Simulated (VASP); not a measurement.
Wanted: the native input for a VASP 6.6.1 run.

| Item | Value |
| --- | --- |
| Task | single point |
| Functional | BLYP |
| Potentials or basis | VASP PAW PBE potentials, release 64 (Cr_pv) |
| Cutoff | 520 eV |
| k mesh | 12 × 12 × 12 |
| Occupations | fermi-dirac, width 0.1 eV |
| Spin | no spin polarisation |
| Dipole correction | no |
| Further INCAR settings | ALGO = Normal; EDIFF = 1e-06; NBANDS = 19 |

The structure of Cr lies in POSCAR:

```
Cr
1.0
    0.0000000000      2.6558043408      2.6558043408
    2.6558043408      0.0000000000      2.6558043408
    2.6558043408      2.6558043408      0.0000000000
Cr
2
Direct
    0.1250000000      0.1250000000      0.1250000000
    0.8750000000      0.8750000000      0.8750000000
```

This cell differs from its parent crystal: volume scaled by 1.08.

One way to write it, as run:

INCAR

```
  AGGAC = 1.0
  AGGAX = 1.0
  ALDAC = 0.0
  ALDAX = 1.0
  ALGO = Normal
  EDIFF = 1E-6
  ENCUT = 520
  GGA = B5
  ISIF = 2
  ISMEAR = -1
  LASPH = T
  LCHARG = F
  LREAL = F
  LWAVE = F
  NBANDS = 19
  NELM = 100
  PREC = Accurate
  SIGMA = 0.1
```

KPOINTS

```
k-points
0
Gamma
  12 12 12
```

Potentials or basis: VASP PAW PBE potentials, release 64 (Cr_pv).

The run is started by

```bash
$ cat potpaw_PBE.64/Cr_pv/POTCAR > POTCAR
$ mpirun -np 1 vasp_std > vasp.out
```

It gave:

```yaml
Pressure: -6.0 GPa
Band_gap_on_the_k_mesh: zero (band 12 reaches 5.75 eV, above the bottom of band 13 at 5.38 eV)
```

Caveat: the PAW data sets were made with another functional, which shifts forces and pressure a little; the run has no spin polarisation, though such a crystal can be magnetic.

Run time: 23 s on 1 thread of Intel(R) Xeon(R) 6975P-C (Granite Rapids) (shared host), peak memory 0.17 GiB.
